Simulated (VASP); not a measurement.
Wanted: the native input for a VASP 6.6.1 run.

| Item | Value |
| --- | --- |
| Task | single point |
| Functional | PBE |
| Potentials or basis | VASP PAW PBE potentials, release 64 (Te) |
| Cutoff | 520 eV |
| k mesh | 13 × 13 × 13 |
| Occupations | fermi-dirac, width 0.05 eV |
| Spin | no spin polarisation |
| Dipole correction | no |
| Further INCAR settings | ALGO = Normal; EDIFF = 1e-06; NBANDS = 9 |

The structure of Te lies in POSCAR:

```
Te
1.0
    2.9872011998      0.0000000000      0.0000000000
    0.0000000000      2.9872011998      0.0000000000
    0.0000000000      0.0000000000      2.9872011998
Te
1
Direct
    0.0000000000      0.0000000000      0.0000000000
```

This isn't the form of Te at room conditions, which is trigonal, of chains.

One way to write it, as run:

INCAR

```
SYSTEM = Te
  PREC = Accurate
  ENCUT = 520
  EDIFF = 1E-6
  ISMEAR = -1
  SIGMA = 0.05
  LREAL = .False.
  LASPH = .True.
  NELM = 60
  ALGO = Normal
  ISIF = 2
  LWAVE = .False.
  LCHARG = .True.
  GGA = PE
  LELF = .True.
  LVHAR = .True.
  NBANDS = 9
```

KPOINTS

```
Automatic mesh
0
Gamma
  13 13 13
  0 0 0
```

Potentials or basis: VASP PAW PBE potentials, release 64 (Te).

The run is started by

```sh
$ cat potpaw_PBE.64/Te/POTCAR > POTCAR
$ mpirun -np 1 vasp_std > vasp.out
```

It gave:

```
Pressure               : 17.1 GPa
Band gap on the k mesh : zero (bands 3 and 4 overlap by 6.92 eV)
```

Caveat: the cell stands under pressure; spin-orbit coupling is left out, which moves the levels of the heavy elements.

Run time: 5 s on 1 thread of Intel(R) Xeon(R) 6975P-C (Granite Rapids), on a shared host, peak memory 0.15 GiB.
